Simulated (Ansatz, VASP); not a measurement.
## Two plane-wave programs on Rh

```
CELL_PARAMETERS angstrom
0.00000 1.90299 1.90299
1.90299 0.00000 1.90299
1.90299 1.90299 0.00000
ATOMIC_POSITIONS crystal
Rh 0.00000 0.00000 0.00000
```

Alike in both runs: task single point; functional LDA; k mesh 8 × 8 × 8; occupations gaussian, width 0.1 eV; no spin polarisation.

|  | VASP | Ansatz |
| --- | --- | --- |
| version | VASP 6.6.1 | Ansatz 0.2.0 |
| potentials or method | VASP PAW LDA potentials, release 64 (Rh_pv), cutoff 520 eV | scalar-relativistic, plane waves, PAW |
| valence electrons in the cell | 15 | 17 |

|  | VASP | Ansatz | Ansatz less VASP |
| --- | --- | --- | --- |
| gap on the k mesh at the Fermi level (eV) | none | none | - |
| pressure (GPa) | -10.2 | -10.9 | -0.73 |

Ansatz warns that its potentials were made for another functional, while VASP's fit it. LDA's correlation is that of Perdew and Zunger in VASP and of Perdew and Wang (1992) in Ansatz. A gap of «none» marks a metal or a gap that the smearing closes. VASP's potentials hold 15 valence electrons a cell and Ansatz's 17, so a difference there can come from the potentials and not from the codes.
